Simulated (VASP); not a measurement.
A run of VASP 6.6.1 is set up as follows.

File INCAR:

```
SYSTEM = KTaO3
PREC = Accurate
ENCUT = 520
EDIFF = 1E-6
ISMEAR = 0
SIGMA = 0.02
LREAL = .False.
LASPH = .True.
NELM = 60
ALGO = Normal
ISIF = 2
LWAVE = .False.
LCHARG = .True.
GGA = PE
LELF = .True.
LVHAR = .True.
NBANDS = 27
```

KPOINTS

```
regular mesh
0
Gamma
  8 8 8
  0 0 0
```

Contents of POSCAR:

```
KTaO3
1.0
    3.9422273880      0.0000000000      0.0000000000
    0.0000000000      3.9422273880      0.0000000000
    0.0000000000      0.0000000000      3.9422273880
K Ta O
1 1 3
Direct
    0.5000000000      0.5000000000      0.5000000000
    0.0000000000      0.0000000000      0.0000000000
    0.5000000000      0.0000000000      0.0000000000
    0.0000000000      0.5000000000      0.0000000000
    0.0000000000      0.0000000000      0.5000000000
```

Potentials or basis: VASP PAW PBE potentials, release 64 (K_sv, Ta_pv, O).

Run with:

```sh
$ cat potpaw_PBE.64/K_sv/POTCAR potpaw_PBE.64/Ta_pv/POTCAR potpaw_PBE.64/O/POTCAR > POTCAR
$ mpirun -np 1 vasp_std > vasp.out
```

**Question.** What does it give for the pressure?

**Answer.** 14.2 GPa.

**Question.** Predict the band gap on the k mesh.

**Answer.** 2.25 eV, indirect (least direct gap 2.85 eV).

Caveat: spin-orbit coupling is left out, which moves the levels of the heavy elements. A k mesh can miss the band edges.
